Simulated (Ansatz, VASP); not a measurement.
One calculation of Te2Mo, two programs

The input INCAR:

```
SYSTEM = Te2Mo
PREC = Accurate
ENCUT = 500
EDIFF = 1E-6
ISMEAR = -1
SIGMA = 0.05
LREAL = .FALSE.
LASPH = .TRUE.
NELM = 120
ALGO = Normal
ISIF = 2
LWAVE = .FALSE.
LCHARG = .FALSE.
GGA = LIBXC
LIBXC1 = GGA_X_B88
LIBXC2 = GGA_C_PBE
NBANDS = 35
GGA_COMPAT = .FALSE.
```

KPOINTS

```
Automatic mesh
0
G
  9 9 2
  0 0 0
```

The input POSCAR:

```
Te2Mo
1.0
    3.5182000000      0.0000000000      0.0000000000
   -1.7591000000      3.0468505756      0.0000000000
    0.0000000000      0.0000000000     13.9736000000
Te Mo
4 2
Direct
    0.6666666667      0.3333333333      0.3790000000
    0.3333333333      0.6666666667      0.8790000000
    0.6666666667      0.3333333333      0.1210000000
    0.3333333333      0.6666666667      0.6210000000
    0.6666666667      0.3333333333      0.7500000000
    0.3333333333      0.6666666667      0.2500000000
```

Contents of input.yaml:

```yaml
crystal:
  lattice:
    - [3.5182, 0.0, 0.0]
    - [-1.7591, 3.0468505756, 0.0]
    - [0.0, 0.0, 13.9736]
  atoms:
    - { symbol: Te, position: [0.6666666667, 0.3333333333, 0.379] }
    - { symbol: Te, position: [0.3333333333, 0.6666666667, 0.879] }
    - { symbol: Te, position: [0.6666666667, 0.3333333333, 0.121] }
    - { symbol: Te, position: [0.3333333333, 0.6666666667, 0.621] }
    - { symbol: Mo, position: [0.6666666667, 0.3333333333, 0.75] }
    - { symbol: Mo, position: [0.3333333333, 0.6666666667, 0.25] }
hamiltonian:
  xc: { exchange: b88, correlation: pbe }
  pseudopotentials: { kind: paw }
kpoints:
  mp_grid: { grid: [9, 9, 2] }
  band_path:
    path:
      - [[0.0, 0.0, 0.0], [0.5, 0.0, 0.0], [0.3333333333, 0.3333333333, 0.0], [0.0, 0.0, 0.0], [0.0, 0.0, 0.5], [0.5, 0.0, 0.5], [0.3333333333, 0.3333333333, 0.5], [0.0, 0.0, 0.5]]
      - [[0.5, 0.0, 0.5], [0.5, 0.0, 0.0]]
      - [[0.3333333333, 0.3333333333, 0.0], [0.3333333333, 0.3333333333, 0.5]]
    npoints: 14
scf:
  occupations: { method: fermi_dirac, width: 0.05 }
  n_extra_bands: 15
output:
  forces: true
  stress: true
  eigenvalues: true
  fatbands: false
  write_density: true
  write_potential: true
  elf: true
  volumetric_format: npy
```

Alike in both runs: functional b88 exchange, pbe correlation; k mesh 9 × 9 × 2; occupations fermi-dirac, width 0.05 eV; no spin polarisation.

|  | VASP | Ansatz |
| --- | --- | --- |
| version | VASP 6.6.1 | Ansatz 0.2.0 |
| potentials or method | VASP PAW PBE potentials, release 64 (Te, Mo_sv) | Ansatz PAW |
| plane-wave cutoff (eV) | 500 | 420 |
| valence electrons in the cell | 52 | 92 |
| task | single point | band structure |

Ansatz gave:

* gap on the k mesh at the Fermi level (eV): 0.78
* least direct gap on the mesh (eV): 1.04
* pressure (GPa): 2.9
* traceless stress, the component that is largest in VASP (GPa): 0.29
* rms of the force components (eV/Å): 0.074

Which values does VASP return?

gap on the k mesh at the Fermi level (eV): 0.78; least direct gap on the mesh (eV): 1.04; pressure (GPa): 2.9; traceless stress, the component that is largest in VASP (GPa): 0.34; rms of the force components (eV/Å): 0.081.

VASP's potentials were made for PBE, not for b88 exchange, pbe correlation. Atom by atom the forces differ by 0.007 eV/Å (rms over components). VASP's potentials hold 52 valence electrons a cell and Ansatz's 92, so a difference there can come from the potentials and not from the codes.

Spin-orbit coupling is off throughout. Noted on Ansatz's run: the k mesh misses the band edges, so the gap on the mesh is wider than the one along the path.
